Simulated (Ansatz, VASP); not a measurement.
**KH5: VASP beside Ansatz**

```
K H
1.0
     3.79642    0.00000    0.00000
    -1.89821    3.28780    0.00000
     0.00000    0.00000    6.38677
K H
1 5
Direct
  0.33333 0.66667 0.09120
  0.33333 0.66667 0.54720
  0.08655 0.91345 0.57538
  0.08655 0.17310 0.57538
  0.82690 0.91345 0.57538
  0.00000 0.00000 0.94397
```

Alike in both runs: functional PBE; k mesh 6 × 6 × 4; occupations gaussian, width 0.1 eV; no spin polarisation.

Ansatz relaxed the structure, and its values are those at the end. VASP's run is a single point on that final structure, the one shown.

```csv
,VASP,Ansatz
version,VASP 6.6.1,Ansatz 0.2.0
potentials or method,"VASP PAW PBE potentials, release 64 (K_sv, H), cutoff 520 eV","scalar-relativistic, plane waves, PAW"
valence electrons in the cell,14,14
```

```tsv
	VASP	Ansatz	Ansatz less VASP
gap on the k mesh at the Fermi level (eV)	1.04	1.04	+0.002
least direct gap on the mesh (eV)	1.08	1.08	+0.002
pressure (GPa)	-0.1	0.0	+0.08
rms of the force components (eV/Å)	0.017	0.015	-0.0019
```
